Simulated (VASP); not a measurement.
## HfAs4: relaxation of cell and atoms with PBE

Crystal: HfAs4.

```
CELL_PARAMETERS angstrom
4.58055 0.00000 0.00000
0.00000 4.58055 0.00000
0.00000 0.00000 6.47787
ATOMIC_POSITIONS crystal
Hf 0.00000 0.00000 0.00000
As 0.50000 0.00000 0.25000
As 0.00000 0.50000 0.75000
As 0.50000 0.00000 0.75000
As 0.00000 0.50000 0.25000
```

- Program: VASP 6.6.1
- Task: relaxation of cell and atoms
- Functional: PBE
- Potentials or basis: VASP PAW PBE potentials, release 64 (Hf_pv, As)
- Cutoff: 600 eV
- k mesh: 4 × 4 × 4
- Occupations: gaussian, width 0.1 eV
- Spin: no spin polarisation
- Dipole correction: no
- Further INCAR settings: ALGO = Normal; EDIFF = 1e-06; IBRION = 2; EDIFFG = -0.04; NSW = 90; ISIF = 3

```yaml
Relaxed_volume: 22.90 Å³/atom
Relaxed_cell: a = 4.531 Å, b = 4.531 Å, c = 5.578 Å, α = 90.00°, β = 90.00°, γ = 90.00°
Space_group_after_relaxing_to_0.05_Å: P4/mmm (No. 123)
Energy_gained_by_relaxing: 229.6 meV/atom
Ionic_steps: 15
Pressure_after_relaxing: 0.0 GPa
Largest_force_after_relaxing: 0.007 eV/Å
Band_gap_on_the_k_mesh: zero (band 15 reaches 5.58 eV, above the bottom of band 16 at 3.57 eV)
```

Forces on the atoms (eV/Å):
```
Hf   0.000  0.000  0.000
As   0.000  0.000  0.007
As   0.000  0.000 -0.007
As   0.000  0.000 -0.007
As   0.000  0.000  0.007
```

Stress tensor (GPa, compression positive):
```
-0.11  0.00  0.00
 0.00 -0.11  0.00
 0.00  0.00  0.25
```

Step by step:
| step | energy change (eV) | largest force (eV/Å) | pressure (GPa) | volume (Å³) |
| --- | --- | --- | --- | --- |
| 1 | 0.0000 | 0.2278 | -6.51 | 135.91 |
| 2 | -0.5754 | 0.7672 | 3.97 | 115.17 |
| 3 | -0.5872 | 0.6051 | 2.26 | 117.46 |
| 4 | -0.8029 | 0.6589 | 2.91 | 115.38 |
| 5 | -0.8034 | 0.6444 | 2.89 | 115.44 |
| 6 | -0.8863 | 0.5949 | -2.48 | 122.11 |
| 7 | -0.8877 | 0.6154 | -1.86 | 121.22 |
| 8 | -0.9972 | 0.4434 | -2.88 | 121.05 |
| 9 | -0.9028 | 1.2697 | -2.47 | 120.55 |
| 10 | -1.0491 | 0.2986 | -3.26 | 120.92 |
| 11 | -1.0475 | 0.4013 | -3.16 | 120.71 |
| 12 | -1.0676 | 0.0710 | -3.31 | 120.83 |
| 13 | -1.1129 | 0.3583 | 1.44 | 113.25 |
| 14 | -1.1284 | 0.1860 | -0.27 | 115.67 |
| 15 | -1.1481 | 0.0067 | 0.01 | 114.52 |

Final structure:
```xyz
5
Lattice="4.5312 0.0000 0.0000 0.0000 4.5312 0.0000 0.0000 0.0000 5.5775" Properties=species:S:1:pos:R:3 pbc="T T T"
Hf    0.0000    0.0000    0.0000
As    2.2656    4.5312    1.5549
As    0.0000    2.2656    4.0226
As    2.2656    0.0000    4.0226
As    0.0000    2.2656    1.5549
```

Levels at points of the mesh, in eV from the Fermi level:
```
           k point  band 10  band 11  band 12  band 13  band 14  band 15  band 16  band 17  band 18  band 19
(0.00, 0.00, 0.00)    -3.98    -3.98    -3.16    -3.16     0.20     0.75     0.75     0.95     2.15     2.15
(0.50, 0.00, 0.00)    -3.87    -2.76    -2.56    -2.50    -2.31    -0.02     0.44     0.63     0.88     2.25
(0.50, 0.50, 0.00)    -4.49    -4.49    -2.83    -2.35    -1.04     0.55     0.81     2.00     2.31     2.31
(0.00, 0.00, 0.50)    -2.47    -2.47    -2.45    -1.91    -0.45     0.39     0.39     0.47     1.02     1.91
(0.50, 0.00, 0.50)    -2.64    -2.25    -1.80    -1.62    -1.58    -1.43    -1.03    -0.74    -0.67     0.63
(0.50, 0.50, 0.50)    -4.57    -4.30    -2.46    -2.46    -0.71     0.88     0.88     1.25     1.87     2.46
```

It took 10 min on 1 thread of Intel Xeon 6975P-C (shared host), peak memory 0.33 GiB.

Caveat: the volume moved by over 15 % at a fixed basis, so the end points are rough; spin-orbit coupling is left out, which moves the levels of the heavy elements; this functional lacks dispersion, which binds the layers, so the pressure and a relaxed spacing across them are unreliable.
